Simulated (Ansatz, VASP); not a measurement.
# Two plane-wave programs on GaN

File INCAR:

```
SYSTEM = GaN
  PREC = Accurate
  ENCUT = 520
  EDIFF = 1E-6
  ISMEAR = -1
  SIGMA = 0.05
  LREAL = .False.
  LASPH = .True.
  NELM = 80
  ALGO = Normal
  ISIF = 2
  LWAVE = .False.
  LCHARG = .False.
  GGA = RP
  NBANDS = 16
```

File KPOINTS:

```
regular mesh
0
Gamma
  10 10 10
  0 0 0
```

POSCAR

```
GaN
1.0
    0.0000000000      2.2976981147      2.2976981147
    2.2976981147      0.0000000000      2.2976981147
    2.2976981147      2.2976981147      0.0000000000
Ga N
1 1
Direct
    0.0000000000      0.0000000000      0.0000000000
    0.2500000000      0.2500000000      0.2500000000
```

File input.yaml:

```yaml
crystal:
  lattice:
    - [0.0, 2.2976981147, 2.2976981147]
    - [2.2976981147, 0.0, 2.2976981147]
    - [2.2976981147, 2.2976981147, 0.0]
  atoms:
    - { symbol: Ga, position: [0.0, 0.0, 0.0] }
    - { symbol: "N", position: [0.25, 0.25, 0.25] }
hamiltonian:
  xc: rpbe
  pseudopotentials: { kind: paw }
kpoints:
  mp_grid: { grid: [10, 10, 10] }
scf:
  occupations: { method: fermi_dirac, width: 0.05 }
output:
  forces: true
  stress: true
  eigenvalues: true
  write_density: true
  write_potential: true
  elf: true
  volumetric_format: npy
```

Alike in both runs: task single point; functional RPBE; k mesh 10 × 10 × 10; occupations fermi-dirac, width 0.05 eV; no spin polarisation.

|  | VASP | Ansatz |
| --- | --- | --- |
| version | VASP 6.6.1 | Ansatz 0.2.0 |
| potentials or method | VASP PAW PBE potentials, release 64 (Ga_d, N) | Ansatz PAW |
| plane-wave cutoff (eV) | 520 | 420 |
| valence electrons in the cell | 18 | 18 |

```tsv
	VASP	Ansatz	Ansatz less VASP
gap on the k mesh at the Fermi level (eV)	1.40	1.39	-0.017
least direct gap on the mesh (eV)	1.40	1.39	-0.017
pressure (GPa)	-1.2	-1.1	+0.06
```

VASP's potentials were made for PBE, not for RPBE.
